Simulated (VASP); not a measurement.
# BaTiO3 (P4mm) in VASP: notebook, part 2 of 2

VASP 6.6.1. Earlier steps stand in the parts before.

## 3. Single point, PBE+U

Input file INCAR:

```
ALGO = Normal
EDIFF = 1E-7
ENCUT = 520
GGA = PE
ISIF = 2
ISMEAR = 0
LASPH = True
LCHARG = False
LDAU = True
LDAUJ = 0 0 0
LDAUL = -1 2 -1
LDAUPRINT = 1
LDAUTYPE = 2
LDAUU = 0 3 0
LMAXMIX = 4
LREAL = False
LWAVE = False
NBANDS = 28
NELM = 150
PREC = Accurate
SIGMA = 0.01
```

Input file KPOINTS:

```
k-points
0
Gamma
  6 6 6
```

Input file POSCAR:

```
BaTiO3
1.0
    3.9998000000      0.0000000000      0.0000000000
    0.0000000000      3.9998000000      0.0000000000
    0.0000000000      0.0000000000      4.0180000000
Ba Ti O
1 1 3
Direct
    0.0000000000      0.0000000000      0.0000000000
    0.5000000000      0.5000000000      0.4900000000
    0.5000000000      0.5000000000      0.0190000000
    0.5000000000      0.0000000000      0.5170000000
    0.0000000000      0.5000000000      0.5170000000
```

Potentials or basis: VASP PAW PBE potentials, release 64 (Ba_sv, Ti_sv, O).

The run is started by

```bash
cat potpaw_PBE.64/Ba_sv/POTCAR potpaw_PBE.64/Ti_sv/POTCAR potpaw_PBE.64/O/POTCAR > POTCAR
mpirun -np 1 vasp_std > vasp.out
```

OUTCAR:

```text
EDIFF = 1E-7
   ENCUT = 520
   GGA = PE
   ISIF = 2
   ISMEAR = 0
   LASPH = True
   LREAL = False
   NELM = 150
   PREC = Accurate

 ion  position               nearest neighbor table
   1  0.000  0.000  0.000-   4 2.79   5 2.79   5 2.79   4 2.79   3 2.83   3 2.83   3 2.83   3 2.83
                             4 2.88   5 2.88   5 2.88   4 2.88   2 3.45   2 3.45   2 3.45   2 3.45
   2  0.500  0.500  0.490-   3 1.89   4 2.00   5 2.00   4 2.00   5 2.00   3 2.13   1 3.45   1 3.45
                             1 3.45   1 3.45   1 3.49   1 3.49   1 3.49   1 3.49
   3  0.500  0.500  0.019-   2 1.89   2 2.13   1 2.83   1 2.83   1 2.83   1 2.83
   4  0.500  0.000  0.517-   2 2.00   2 2.00   1 2.79   1 2.79   1 2.88   1 2.88
   5  0.000  0.500  0.517-   2 2.00   2 2.00   1 2.79   1 2.79   1 2.88   1 2.88

  LATTYP: Found a simple tetragonal cell.
 ALAT       =     3.9998000000
 C/A-ratio  =     1.0045502275

  Lattice vectors:

 A1 = (   3.9998000000,   0.0000000000,   0.0000000000)
 A2 = (   0.0000000000,   3.9998000000,   0.0000000000)
 A3 = (   0.0000000000,   0.0000000000,   4.0180000000)

Analysis of symmetry for initial positions (statically):
=====================================================================
 Subroutine PRICEL returns:
 Original cell was already a primitive cell.

 Routine SETGRP: Setting up the symmetry group for a
 simple tetragonal supercell.

 Subroutine GETGRP returns: Found  8 space group operations
 (whereof  8 operations were pure point group operations)
 out of a pool of 16 trial point group operations.

The static configuration has the point symmetry C_4v.

Analysis of symmetry for dynamics (positions and initial velocities):
=====================================================================
 Subroutine PRICEL returns:
 Original cell was already a primitive cell.

 Routine SETGRP: Setting up the symmetry group for a
 simple tetragonal supercell.

 Subroutine GETGRP returns: Found  8 space group operations
 (whereof  8 operations were pure point group operations)
 out of a pool of 16 trial point group operations.

The dynamic configuration has the point symmetry C_4v.

 Subroutine INISYM returns: Found  8 space group operations
 (whereof  8 operations are pure point group operations),
 and found     1 'primitive' translations

----------------------------------------------------------------------------------------

                                     Primitive cell

  volume of cell :      64.2816

  direct lattice vectors                    reciprocal lattice vectors
     3.999800000  0.000000000  0.000000000     0.250012501  0.000000000  0.000000000
     0.000000000  3.999800000  0.000000000     0.000000000  0.250012501  0.000000000
     0.000000000  0.000000000  4.018000000     0.000000000  0.000000000  0.248880040

  length of vectors
     3.999800000  3.999800000  4.018000000     0.250012501  0.250012501  0.248880040

  position of ions in fractional coordinates (direct lattice)
     0.000000000  0.000000000  0.000000000
     0.500000000  0.500000000  0.490000000
     0.500000000  0.500000000  0.019000000
     0.500000000  0.000000000  0.517000000
[... 100 lines left out ...]
     AMIX     =   0.40;   BMIX     =  1.00
     AMIX_MAG =   1.60;   BMIX_MAG =  1.00
  volume/ion in A,a.u.               =      12.86        86.76
  Fermi-wavevector in a.u.,A,eV,Ry     =   1.397653  2.641181 26.578078  1.953434
  Thomas-Fermi vector in A             =   2.520888
   LORBIT       =      0    0 simple, 1 ext, 2 COOP (PROOUT), +10 PAW based schemes
 LDA+U is selected, type is set to LDAUTYPE =  2
   angular momentum for each species LDAUL =    -1    2   -1
   U (eV)           for each species LDAUU =   0.0  3.0  0.0
   J (eV)           for each species LDAUJ =   0.0  0.0  0.0
   GGA     = PE    functional components
   LHFCALC =     F    Hartree Fock is set to
   AEXX    =    0.0000 exact exchange contribution
   IVDW    =     0    specifies the selected vdW correction
   LEPSILON=     F    determine dielectric tensor
   LRPA    =     F    only Hartree local field effects (RPA)
 non-spin polarized calculation
 Gauss-broadening in eV      SIGMA  =   0.01
  energy-cutoff  :      520.00
  volume of cell :       64.28
 maximum number of plane-waves:      1751
 NGX is ok and might be reduce to    30
   NGX = 15   NGY = 15   NGZ = 15

atom =   2  type =  2  l = 2

 onsite density matrix

spin component  1

  0.1071  0.0000  0.0000 -0.0000 -0.0000
  0.0000  0.1135 -0.0000  0.0000  0.0000
  0.0000 -0.0000  0.2455 -0.0000 -0.0000
 -0.0000  0.0000 -0.0000  0.1135  0.0000
 -0.0000  0.0000 -0.0000  0.0000  0.2374

spin component  2

  0.1071  0.0000  0.0000 -0.0000 -0.0000
  0.0000  0.1135 -0.0000  0.0000  0.0000
  0.0000 -0.0000  0.2455 -0.0000 -0.0000
 -0.0000  0.0000 -0.0000  0.1135  0.0000
 -0.0000  0.0000 -0.0000  0.0000  0.2374

 occupancies and eigenvectors

  o =  0.1071  v =  1.0000  0.0000  0.0000  0.0000  0.0000  0.0000  0.0000  0.0000  0.0000  0.0000      0.0000  0.0000  0.0000  0.0000  0.0000  0.0000  0.0000  0.0000  0.0000  0.0000
  o =  0.1071  v =  0.0000  0.0000  0.0000  0.0000  0.0000  1.0000  0.0000  0.0000  0.0000  0.0000      0.0000  0.0000  0.0000  0.0000  0.0000  0.0000  0.0000  0.0000  0.0000  0.0000
  o =  0.1135  v =  0.0000  0.0027 -0.0000  1.0000 -0.0000  0.0000  0.0000  0.0000  0.0000  0.0000      0.0000  0.0000  0.0000  0.0000  0.0000  0.0000  0.0000  0.0000  0.0000  0.0000
  o =  0.1135  v =  0.0000  0.0000  0.0000  0.0000  0.0000  0.0000  0.0027 -0.0000  1.0000 -0.0000      0.0000  0.0000  0.0000  0.0000  0.0000  0.0000  0.0000  0.0000  0.0000  0.0000
  o =  0.1135  v =  0.0000 -1.0000  0.0000  0.0027  0.0000  0.0000  0.0000  0.0000  0.0000  0.0000      0.0000  0.0000  0.0000  0.0000  0.0000  0.0000  0.0000  0.0000  0.0000  0.0000
  o =  0.1135  v =  0.0000  0.0000  0.0000  0.0000  0.0000  0.0000 -1.0000  0.0000  0.0027  0.0000      0.0000  0.0000  0.0000  0.0000  0.0000  0.0000  0.0000  0.0000  0.0000  0.0000
  o =  0.2374  v =  0.0000  0.0000  0.0000  0.0000  0.0000  0.0000 -0.0000 -0.0000  0.0000 -1.0000      0.0000  0.0000  0.0000  0.0000  0.0000  0.0000  0.0000  0.0000  0.0000  0.0000
  o =  0.2374  v =  0.0000 -0.0000 -0.0000  0.0000 -1.0000  0.0000  0.0000  0.0000  0.0000  0.0000      0.0000  0.0000  0.0000  0.0000  0.0000  0.0000  0.0000  0.0000  0.0000  0.0000
  o =  0.2455  v =  0.0000  0.0000  0.0000  0.0000  0.0000  0.0000 -0.0000  1.0000  0.0000 -0.0000      0.0000  0.0000  0.0000  0.0000  0.0000  0.0000  0.0000  0.0000  0.0000  0.0000
  o =  0.2455  v =  0.0000 -0.0000  1.0000  0.0000 -0.0000  0.0000  0.0000  0.0000  0.0000  0.0000      0.0000  0.0000  0.0000  0.0000  0.0000  0.0000  0.0000  0.0000  0.0000  0.0000

 number of electron      39.9999977 magnetization

 Free energy of the ion-electron system (eV)
  ---------------------------------------------------
  ext. energy  EPLUGINS =         0.00000000
  ---------------------------------------------------
  free energy    TOTEN  =       -37.93114497 eV

  energy without entropy =      -37.93114497  energy(sigma->0) =      -37.93114497

 E-fermi :   4.0996     XC(G=0): -11.2479

 val. band max:        3.9507637488   @ k =   0.5000   0.5000   0.5000
 cond. band min:       6.0726109863   @ k =   0.0000   0.0000   0.0000
 fundamental gap:      2.1218472376
 Fermi energy:         4.0995932659

 k-point     1 :       0.0000    0.0000    0.0000
  band No.  band energies     occupation
      1     -53.4673      2.00000
      2     -29.6689      2.00000
      3     -29.6415      2.00000
      4     -29.6415      2.00000
      5     -20.9137      2.00000
      6     -13.0164      2.00000
[... 733 lines left out ...]
     27      12.0476      0.00000
     28      13.3729      0.00000

 [... further k-points ...]
[... 5 lines left out ...]
  --------------------------------------------------------------------------------------
  -------------------------------------------------------------------------------------
  Total        2.5077729      2.5077729      2.9843290      0.0000000      0.0000000      0.0000000
  in kB       62.5046470     62.5046470     74.3825039      0.0000000      0.0000000      0.0000000
  external PRESSURE =      66.4639326 kB  Pullay stress =       0.0000000 kB

 VOLUME and BASIS-vectors are now :
 -----------------------------------------------------------------------------
  energy-cutoff  :      520.00
  volume of cell :       64.28
      direct lattice vectors                 reciprocal lattice vectors
     3.999800000  0.000000000  0.000000000     0.250012501  0.000000000  0.000000000
     0.000000000  3.999800000  0.000000000     0.000000000  0.250012501  0.000000000
     0.000000000  0.000000000  4.018000000     0.000000000  0.000000000  0.248880040

 POSITION                                       TOTAL-FORCE (eV/Angst)
 -----------------------------------------------------------------------------------
      0.00000      0.00000      0.00000        -0.000000     -0.000000      0.069694
      1.99990      1.99990      1.96882        -0.000000      0.000000      0.322420
      1.99990      1.99990      0.07634        -0.000000     -0.000000     -0.134385
      1.99990      0.00000      2.07731        -0.000000     -0.000000     -0.128864
      0.00000      1.99990      2.07731         0.000000     -0.000000     -0.128864
 -----------------------------------------------------------------------------------
    total drift:                                0.000000      0.000000      0.000156

  FREE ENERGIE OF THE ION-ELECTRON SYSTEM (eV)
  ---------------------------------------------------
  free  energy   TOTEN  =       -37.9311449741 eV

  energy  without entropy=      -37.9311449741  energy(sigma->0) =      -37.93114497
```

OSZICAR:

```text
N       E                     dE             d eps       ncg     rms          rms(c)
DAV:   1     0.443557490500E+03    0.44356E+03   -0.21006E+04  2240   0.155E+03
DAV:   2    -0.213100880504E+01   -0.44569E+03   -0.42485E+03  2568   0.432E+02
DAV:   3    -0.473577510700E+02   -0.45227E+02   -0.44828E+02  3120   0.136E+02
DAV:   4    -0.495511643028E+02   -0.21934E+01   -0.21891E+01  3388   0.254E+01
DAV:   5    -0.496183264615E+02   -0.67162E-01   -0.67144E-01  3048   0.351E+00    0.234E+01
DAV:   6    -0.378253542865E+02    0.11793E+02   -0.57184E+01  3176   0.675E+01    0.913E+00
DAV:   7    -0.379942772173E+02   -0.16892E+00   -0.76114E+00  2904   0.172E+01    0.587E+00
DAV:   8    -0.379386312592E+02    0.55646E-01   -0.10883E+00  2784   0.940E+00    0.222E+00
DAV:   9    -0.379387172855E+02   -0.86026E-04   -0.19428E-01  2808   0.350E+00    0.982E-01
DAV:  10    -0.379434392790E+02   -0.47220E-02   -0.10104E-01  2524   0.196E+00    0.978E-01
DAV:  11    -0.379319931306E+02    0.11446E-01   -0.62796E-02  2924   0.223E+00    0.242E-01
DAV:  12    -0.379312166757E+02    0.77645E-03   -0.31078E-03  2744   0.527E-01    0.840E-02
DAV:  13    -0.379312560468E+02   -0.39371E-04   -0.20868E-03  3104   0.326E-01    0.868E-02
DAV:  14    -0.379311470559E+02    0.10899E-03   -0.44116E-04  3128   0.156E-01    0.248E-02
DAV:  15    -0.379311500579E+02   -0.30020E-05   -0.20034E-05  2520   0.419E-02    0.183E-02
DAV:  16    -0.379311449160E+02    0.51419E-05   -0.24596E-05  2680   0.275E-02    0.263E-03
DAV:  17    -0.379311449726E+02   -0.56643E-07   -0.13050E-06  3000   0.737E-03    0.341E-03
DAV:  18    -0.379311449741E+02   -0.14802E-08   -0.32392E-08  1476   0.163E-03
   1 F= -.37931145E+02 E0= -.37931145E+02  d E =-.165869-100
```

stdout:

```text
POSCAR found type information on POSCAR BaTiO
 POSCAR found :  3 types and       5 ions
 scaLAPACK will be used
 LDA part: xc-table for (Slater+PW92), standard interpolation
 POSCAR, INCAR and KPOINTS ok, starting setup
 FFT: planning ... GRIDC
 FFT: planning ... GRID_SOFT
 FFT: planning ... GRID
 WAVECAR not read
 entering main loop
```

Wall time 2.1 min (1 thread of Intel Xeon 8259CL, shared host); peak memory 0.22 GiB.

Results:

| Quantity | Value |
| --- | --- |
| Free energy | -37.9311 eV |
| Pressure | 6.6 GPa |
| Largest force | 0.322 eV/Å |
| Band gap on the k mesh | 2.12 eV (least direct gap 2.43 eV) |

Forces on the atoms (eV/Å):
```
Ba   0.000  0.000  0.070
Ti   0.000  0.000  0.322
O    0.000  0.000 -0.134
O    0.000  0.000 -0.129
O    0.000  0.000 -0.129
```

Stress tensor (GPa, compression positive):
```
6.25 0.00 0.00
0.00 6.25 0.00
0.00 0.00 7.44
```

Eigenvalues of the final occupation matrices:
```csv
site,spin,trace,eigenvalues
site 2 d,1,0.82,0.11 0.11 0.11 0.24 0.25
site 2 d,2,0.82,0.11 0.11 0.11 0.24 0.25
```

Caveat: the cell stands under pressure; spin-orbit coupling is left out, which moves the levels of the heavy elements. A k mesh can miss the band edges.

## 4. Single point, PBE+U

Input file INCAR:

```
SYSTEM = BaTiO3
PREC = Accurate
ENCUT = 520
EDIFF = 1E-6
ISMEAR = 0
SIGMA = 0.01
LREAL = .False.
LASPH = .True.
NELM = 150
ALGO = Normal
ISIF = 2
LWAVE = .False.
LCHARG = .False.
LMAXMIX = 4
LDAU = .True.
LDAUTYPE = 2
LDAUL = -1 2 -1
LDAUU = 0 5 0
LDAUJ = 0 0 0
LDAUPRINT = 1
GGA = PE
NBANDS = 28
```

Input file KPOINTS:

```
regular mesh
0
Gamma
  6 6 6
  0 0 0
```

POSCAR is that of step 3.

The run is started by

```bash
cat potpaw_PBE.64/Ba_sv/POTCAR potpaw_PBE.64/Ti_sv/POTCAR potpaw_PBE.64/O/POTCAR > POTCAR
mpirun -np 1 vasp_std > vasp.out
```

Wall time 1.7 min (1 thread of Intel Xeon 8259CL, shared host); peak memory 0.22 GiB.

Results (log left out):

```yaml
Free_energy: -36.6324 eV
Pressure: 8.3 GPa
Largest_force: 0.619 eV/Å
Band_gap_on_the_k_mesh: 2.38 eV (least direct gap 2.70 eV)
```

Forces on the atoms (eV/Å):
```
Ba   0.000  0.000  0.066
Ti   0.000  0.000  0.619
O    0.000  0.000 -0.413
O    0.000  0.000 -0.136
O    0.000  0.000 -0.136
```

Stress tensor (GPa, compression positive):
```
7.83 0.00 0.00
0.00 7.83 0.00
0.00 0.00 9.20
```

Levels at points of the mesh, in eV from the valence-band top:
| k point | band 17 | band 18 | band 19 | band 20 | band 21 | band 22 | band 23 | band 24 |
| --- | --- | --- | --- | --- | --- | --- | --- | --- |
| (0.00, 0.00, 0.00) | -1.15 | -0.35 | -0.31 | -0.31 | 2.38 | 2.53 | 2.53 | 4.03 |
| (0.50, 0.00, 0.00) | -1.72 | -1.67 | -0.99 | -0.92 | 2.71 | 4.05 | 4.05 | 4.07 |
| (0.50, 0.50, 0.00) | -1.95 | -0.99 | -0.99 | -0.09 | 4.09 | 4.09 | 4.52 | 4.65 |
| (0.00, 0.00, 0.50) | -1.84 | -1.84 | -0.79 | -0.79 | 2.58 | 4.03 | 4.09 | 4.09 |
| (0.50, 0.00, 0.50) | -1.91 | -0.93 | -0.91 | -0.17 | 4.09 | 4.11 | 4.48 | 4.80 |
| (0.50, 0.50, 0.50) | -2.31 | -0.08 | -0.08 | 0.00 | 4.72 | 4.72 | 4.74 | 6.45 |

Eigenvalues of the final occupation matrices:
```csv
site,spin,trace,eigenvalues
site 2 d,1,0.78,0.10 0.10 0.10 0.23 0.24
site 2 d,2,0.78,0.10 0.10 0.10 0.23 0.24
```

Caveat: the cell stands under pressure; spin-orbit coupling is left out, which moves the levels of the heavy elements. A k mesh can miss the band edges.

## 5. Single point, PBE+U

Input file INCAR:

```
SYSTEM = BaTiO3
PREC     = Accurate       ! precision mode
ENCUT    = 520            ! plane-wave cutoff, eV
EDIFF    = 1E-6           ! SCF threshold, eV
ISMEAR   = 0              ! smearing method
SIGMA    = 0.01           ! smearing width, eV
LREAL    = .FALSE.        ! projectors in reciprocal space
LASPH    = .TRUE.         ! aspherical terms in the spheres
NELM     = 150            ! most SCF steps
ALGO     = Normal         ! electronic algorithm
ISIF     = 2              ! what is computed and relaxed
LWAVE    = .FALSE.        ! write WAVECAR
LCHARG   = .TRUE.         ! write CHGCAR
LMAXMIX  = 4              ! l up to which the mixer works
LDAU     = .TRUE.         ! DFT+U
LDAUTYPE = 2            
LDAUL    = -1 2 -1        ! shell
LDAUU    = 0 7 0          ! U, eV
LDAUJ    = 0 0 0        
LDAUPRINT= 1            
GGA      = PE             ! functional
LELF     = .TRUE.         ! ELF
LVHAR    = .TRUE.       
NBANDS   = 28             ! bands
```

Input file KPOINTS:

```
Automatic mesh
0
G
  6 6 6
  0 0 0
```

POSCAR is that of step 4.

The run is started by

```bash
cat potpaw_PBE.64/Ba_sv/POTCAR potpaw_PBE.64/Ti_sv/POTCAR potpaw_PBE.64/O/POTCAR > POTCAR
mpirun -np 1 vasp_std > vasp.out
```

Run time: 2 min. Hardware: 1 thread of Intel Xeon 8259CL, shared host; peak memory 0.22 GiB.

The run converged. Its results:

```
Free energy            : -35.3893 eV
Pressure               : 10.0 GPa
Largest force          : 0.917 eV/Å
Band gap on the k mesh : 2.66 eV (least direct gap 2.99 eV)
```

Forces in eV/Å, atoms in the order of the input:
```
Ba   0.000  0.000  0.062
Ti   0.000  0.000  0.917
O    0.000  0.000 -0.696
O    0.000  0.000 -0.141
O    0.000  0.000 -0.141
```

Stress tensor (GPa, compression positive):
```
 9.50  0.00  0.00
 0.00  9.50  0.00
 0.00  0.00 11.03
```

Levels at points of the mesh, in eV from the valence-band top:
```csv
k point,band 17,band 18,band 19,band 20,band 21,band 22,band 23,band 24
"(0.00, 0.00, 0.00)",-1.16,-0.36,-0.32,-0.32,2.66,2.79,2.79,4.08
"(0.50, 0.00, 0.00)",-1.68,-1.64,-1.01,-0.95,2.99,4.09,4.33,4.34
"(0.50, 0.50, 0.00)",-2.03,-0.99,-0.99,-0.09,4.36,4.36,4.66,4.81
"(0.00, 0.00, 0.50)",-1.79,-1.79,-0.82,-0.82,2.88,4.08,4.36,4.36
"(0.50, 0.00, 0.50)",-1.99,-0.94,-0.92,-0.17,4.37,4.39,4.76,4.82
"(0.50, 0.50, 0.50)",-2.26,-0.08,-0.08,0.00,4.99,4.99,5.03,6.42
```

Eigenvalues of the final occupation matrices:
```tsv
site	spin	trace	eigenvalues
site 2 d	1	0.74	0.09 0.09 0.09 0.23 0.24
site 2 d	2	0.74	0.09 0.09 0.09 0.23 0.24
```

Caveat: the cell stands under pressure; spin-orbit coupling is left out, which moves the levels of the heavy elements. A k mesh can miss the band edges.

## 6. Summary

```tsv
U	gap on the mesh (eV)	pressure (GPa)	largest force (eV/Å)
Ti d U = 1.0 eV	1.88	5.0	0.14
Ti d U = 3.0 eV	2.12	6.6	0.32
Ti d U = 5.0 eV	2.38	8.3	0.62
Ti d U = 7.0 eV	2.66	10.0	0.92
```

Alike in all rows: task single point; level PBE+U; potentials or basis VASP PAW PBE potentials, release 64 (Ba_sv, Ti_sv, O); no spin polarisation; cell as given; k mesh 6 × 6 × 6; cutoff (eV) 520; smearing gaussian 0.01 eV.

Caveats: the cell stands under pressure; spin-orbit coupling is left out, which moves the levels of the heavy elements.

Absolute energies hang on the potentials; compare differences alone.
